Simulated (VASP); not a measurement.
Write the native input for VASP 6.6.1 that does the following.

| Property | Result |
| --- | --- |
| Task | single point |
| Functional | PBE |
| Potentials or basis | VASP PAW PBE potentials, release 64 (Pb_d, O) |
| Cutoff | 520 eV |
| k mesh | 5 × 5 × 6 |
| Occupations | fermi-dirac, width 0.05 eV |
| Spin | no spin polarisation |
| Dipole correction | no |
| Further INCAR settings | ALGO = Normal; EDIFF = 1e-07; NBANDS = 50 |

The structure of PbO lies in POSCAR:

```
PbO
1.0
    5.7965848595      0.0000000000      0.0000000000
    0.0000000000      5.4019909276      0.0000000000
    0.0000000000      0.0000000000      4.6788975474
Pb O
4 4
Direct
    0.7690000000      0.5140000000      0.2500000000
    0.2310000000      0.4860000000      0.7500000000
    0.7690000000      0.9860000000      0.7500000000
    0.2310000000      0.0140000000      0.2500000000
    0.1320000000      0.5820000000      0.2500000000
    0.8680000000      0.4180000000      0.7500000000
    0.1320000000      0.9180000000      0.7500000000
    0.8680000000      0.0820000000      0.2500000000
```

This cell differs from its parent crystal: volume scaled by 0.96.

These files were run (other wordings do the same):

INCAR

```
SYSTEM = PbO
  ALGO = Normal
  EDIFF = 1E-7
  ENCUT = 520
  GGA = PE
  ISIF = 2
  ISMEAR = -1
  LASPH = .TRUE.
  LCHARG = .TRUE.
  LELF = .TRUE.
  LREAL = .FALSE.
  LVHAR = .TRUE.
  LWAVE = .FALSE.
  NBANDS = 50
  NELM = 60
  PREC = Accurate
  SIGMA = 0.05
```

KPOINTS

```
k-points
0
G
  5 5 6
  0 0 0
```

Potentials or basis: VASP PAW PBE potentials, release 64 (Pb_d, O).

Command:

```sh
$ cat potpaw_PBE.64/Pb_d/POTCAR potpaw_PBE.64/O/POTCAR > POTCAR
$ mpirun -np 1 vasp_std > vasp.out
```

Results of the run:

- Pressure: 6.4 GPa
- Largest force: 1.230 eV/Å
- Band gap on the k mesh: 2.00 eV, indirect (least direct gap 2.19 eV)

Caveat: spin-orbit coupling is left out, which moves the levels of the heavy elements; forces of over 1 eV/Å act on the atoms, so gaps and moduli don't describe the material at rest.

Wall time 7.2 min on 1 thread of Oxide Virtual Turin-like Processor, with other jobs on the host, peak memory 0.33 GiB.
